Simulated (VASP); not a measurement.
# IrPt2F6 in VASP: notebook, part 2 of 2

VASP 6.6.1. Earlier steps stand in the parts before.

**4. Single point, PBE**

Contents of INCAR:

```
SYSTEM = IrPt2F6
PREC = Accurate
ENCUT = 520
EDIFF = 1E-6
ISMEAR = -1
SIGMA = 0.0167
LREAL = .FALSE.
LASPH = .TRUE.
NELM = 80
ALGO = Normal
ISIF = 2
LWAVE = .FALSE.
LCHARG = .FALSE.
GGA = PE
NBANDS = 46
```

Contents of KPOINTS:

```
Automatic mesh
0
G
  4 4 4
  0 0 0
```

Contents of POSCAR:

```
IrPt2F6
1.0
    2.5873500000      4.4814210000      0.0000000000
   -2.5873500000      4.4814210000      0.0000000000
    0.0000000000      0.0000000000      4.1540230000
Ir Pt F
1 2 6
Direct
    0.0000000000      0.0000000000      0.5000000000
    0.6667000000      0.6666000000      0.2033800000
    0.3333000000      0.3334000000      0.7966200000
    0.1565200000      0.1564800000      0.2798000000
    0.6870000000      0.1565200000      0.2798000000
    0.1564800000      0.6870000000      0.2798000000
    0.3130000000      0.8435200000      0.7202000000
    0.8435200000      0.8434800000      0.7202000000
    0.8434800000      0.3130000000      0.7202000000
```

Potentials or basis: VASP PAW PBE potentials, release 64 (Ir, Pt, F).

Launch:

```
$ cat potpaw_PBE.64/Ir/POTCAR potpaw_PBE.64/Pt/POTCAR potpaw_PBE.64/F/POTCAR > POTCAR
$ mpirun -np 1 vasp_std > vasp.out
```

OUTCAR:

```text
SYSTEM = IrPt2F6
   PREC = Accurate
   ENCUT = 520
   EDIFF = 1E-6
   ISMEAR = -1
   LREAL = .FALSE.
   LASPH = .TRUE.
   NELM = 80
   ISIF = 2
   GGA = PE

 ion  position               nearest neighbor table
   1  0.000  0.000  0.500-   4 1.67   8 1.67   7 1.67   6 1.67   5 1.67   9 1.67   2 3.23   3 3.23
                             3 3.23   2 3.23   2 3.23   3 3.23
   2  0.667  0.667  0.203-   9 2.56   8 2.56   7 2.56   5 2.61   4 2.61   6 2.61   6 2.61   4 2.61
                             5 2.61   9 2.67   8 2.67   7 2.67   1 3.23   1 3.23   1 3.23   3 3.43
   3  0.333  0.333  0.797-   6 2.56   4 2.56   5 2.56   8 2.61   7 2.61   9 2.61   9 2.61   7 2.61
                             8 2.61   6 2.67   4 2.67   5 2.67   1 3.23   1 3.23   1 3.23   2 3.43
   4  0.157  0.156  0.280-   1 1.67   3 2.56   2 2.61   2 2.61   3 2.67
   5  0.687  0.157  0.280-   1 1.67   3 2.56   2 2.61   2 2.61   3 2.67
   6  0.156  0.687  0.280-   1 1.67   3 2.56   2 2.61   2 2.61   3 2.67
   7  0.313  0.844  0.720-   1 1.67   2 2.56   3 2.61   3 2.61   2 2.67
   8  0.844  0.843  0.720-   1 1.67   2 2.56   3 2.61   3 2.61   2 2.67
   9  0.843  0.313  0.720-   1 1.67   2 2.56   3 2.61   3 2.61   2 2.67

  LATTYP: Found a hexagonal cell.
 ALAT       =     5.1746994311
 C/A-ratio  =     0.8027563833

[... 205 lines left out ...]
      4     -19.1968      2.00000
      5     -19.1965      2.00000
      6     -19.0247      2.00000
[... 1165 lines left out ...]
     45      15.9813      0.00000
     46      16.9040      0.00000

------------------------ aborting loop because EDIFF is reached ----------------------------------------

  FORCE on cell =-STRESS in cart. coord.  units (eV):
  Direction    XX          YY          ZZ          XY          YZ          ZX
  --------------------------------------------------------------------------------------
  -------------------------------------------------------------------------------------
  Total       59.0499692     59.0456611     50.0160347     -0.0037159     -0.0018108      0.0031363
  in kB      982.1106927    982.0390406    831.8595780     -0.0618031     -0.0301170      0.0521632
  external PRESSURE =     932.0031038 kB  Pullay stress =       0.0000000 kB

 VOLUME and BASIS-vectors are now :
 -----------------------------------------------------------------------------
  energy-cutoff  :      520.00
  volume of cell :       96.33
      direct lattice vectors                 reciprocal lattice vectors
     2.587350000  4.481421000  0.000000000     0.193247918  0.111571754  0.000000000
    -2.587350000  4.481421000  0.000000000    -0.193247918  0.111571754  0.000000000
     0.000000000  0.000000000  4.154023000     0.000000000  0.000000000  0.240730492

 POSITION                                       TOTAL-FORCE (eV/Angst)
 -----------------------------------------------------------------------------------
      0.00000      0.00000      2.07701         0.000005      0.000008     -0.000000
      0.00026      5.97508      0.84485        -0.001301      0.000750     -0.688933
     -0.00026      2.98776      3.30918         0.001300     -0.000751      0.688933
      0.00010      1.40268      1.16230         0.000599     10.670015     -6.798163
      1.37254      3.78017      1.16230        -9.240245     -5.335466     -6.798166
     -1.37264      3.77999      1.16230         9.240006     -5.334761     -6.797488
     -1.37264      5.18285      2.99173         9.240206      5.335526      6.798163
      0.00010      7.56016      2.99173        -0.000527    -10.670019      6.798166
      1.37254      5.18267      2.99173        -9.240042      5.334698      6.797488
 -----------------------------------------------------------------------------------
    total drift:                                0.000005      0.000009      0.000000

  FREE ENERGIE OF THE ION-ELECTRON SYSTEM (eV)
  ---------------------------------------------------
  free  energy   TOTEN  =       -24.8109164410 eV

  energy  without entropy=      -24.7980893069  energy(sigma->0) =      -24.80450287
```

OSZICAR:

```text
N       E                     dE             d eps       ncg     rms          rms(c)
DAV:   1     0.656766655294E+03    0.65677E+03   -0.39801E+04  2208   0.155E+03
DAV:   2     0.147570073567E+02   -0.64201E+03   -0.61578E+03  2298   0.400E+02
DAV:   3    -0.316284809562E+02   -0.46385E+02   -0.45583E+02  2460   0.121E+02
DAV:   4    -0.324457462369E+02   -0.81727E+00   -0.81442E+00  2530   0.173E+01
DAV:   5    -0.324602174388E+02   -0.14471E-01   -0.14467E-01  2426   0.220E+00    0.112E+02
DAV:   6    -0.371876148920E+02   -0.47274E+01   -0.26956E+02  2882   0.567E+01    0.150E+02
DAV:   7    -0.341339539961E+02    0.30537E+01   -0.45789E+00  2422   0.133E+01    0.121E+02
DAV:   8    -0.250368035926E+02    0.90972E+01   -0.15679E+01  2668   0.396E+01    0.457E+01
DAV:   9    -0.249780319602E+02    0.58772E-01   -0.11988E+00  2386   0.536E+00    0.260E+01
DAV:  10    -0.248172594894E+02    0.16077E+00   -0.37372E-01  3024   0.443E+00    0.119E+01
DAV:  11    -0.248452310076E+02   -0.27972E-01   -0.14821E-01  2720   0.211E+00    0.561E+00
DAV:  12    -0.248256117997E+02    0.19619E-01   -0.15251E-02  2986   0.728E-01    0.421E+00
DAV:  13    -0.248142311587E+02    0.11381E-01   -0.11840E-02  2794   0.475E-01    0.150E+00
DAV:  14    -0.248112441498E+02    0.29870E-02   -0.39787E-03  2976   0.359E-01    0.119E+00
DAV:  15    -0.248110190229E+02    0.22513E-03   -0.51214E-04  3050   0.143E-01    0.217E-01
DAV:  16    -0.248109366057E+02    0.82417E-04   -0.10128E-04  2940   0.607E-02    0.471E-02
DAV:  17    -0.248109164291E+02    0.20177E-04   -0.38627E-05  2992   0.311E-02    0.714E-03
DAV:  18    -0.248109164410E+02   -0.11898E-07   -0.21691E-06  1474   0.942E-03
   1 F= -.24810916E+02 E0= -.24804503E+02  d E =-.128271E-01
```

stdout:

```text
POSCAR found type information on POSCAR IrPtF
 POSCAR found :  3 types and       9 ions
 scaLAPACK will be used
 LDA part: xc-table for (Slater+PW92), standard interpolation
 POSCAR, INCAR and KPOINTS ok, starting setup
 FFT: planning ... GRIDC
 FFT: planning ... GRID_SOFT
 FFT: planning ... GRID
 WAVECAR not read
 entering main loop
```

Wall time 2.7 min (1 thread of Oxide Virtual Turin-like, shared host); peak memory 0.24 GiB.

What came out:

```
Free energy            : -24.8109 eV
Pressure               : 93.2 GPa
Largest force          : 12.652 eV/Å
Band gap on the k mesh : zero (an odd number of electrons rules out a gap without spin polarisation)
```

Forces in eV/Å, atoms in the order of the input:
```
Ir    0.000   0.000   0.000
Pt   -0.001   0.001  -0.689
Pt    0.001  -0.001   0.689
F     0.001  10.670  -6.798
F    -9.240  -5.335  -6.798
F     9.240  -5.335  -6.797
F     9.240   5.336   6.798
F    -0.001 -10.670   6.798
F    -9.240   5.335   6.797
```

Levels at points of the mesh, in eV from the Fermi level:
```tsv
k point	band 33	band 34	band 35	band 36	band 37	band 38
(0.00, 0.00, 0.00)	-0.72	-0.15	-0.15	0.01	0.01	0.10
(0.50, 0.00, 0.00)	-0.37	-0.30	-0.27	0.15	0.19	1.81
(0.00, 0.50, 0.00)	-0.37	-0.30	-0.27	0.15	0.19	1.81
(0.00, 0.00, 0.50)	-0.58	-0.48	-0.48	-0.25	-0.25	1.32
(0.50, 0.00, 0.50)	-0.36	-0.13	-0.07	-0.05	0.07	2.22
(0.00, 0.50, 0.50)	-0.36	-0.13	-0.07	-0.05	0.07	2.22
```

Caveat: the k points lie up to 0.38 Å⁻¹ apart, too coarse for converged energies and pressures of a metal; spin-orbit coupling is left out, which moves the levels of the heavy elements; an odd number of electrons without spin polarisation forces a metal; a magnetic or distorted state may lie lower.
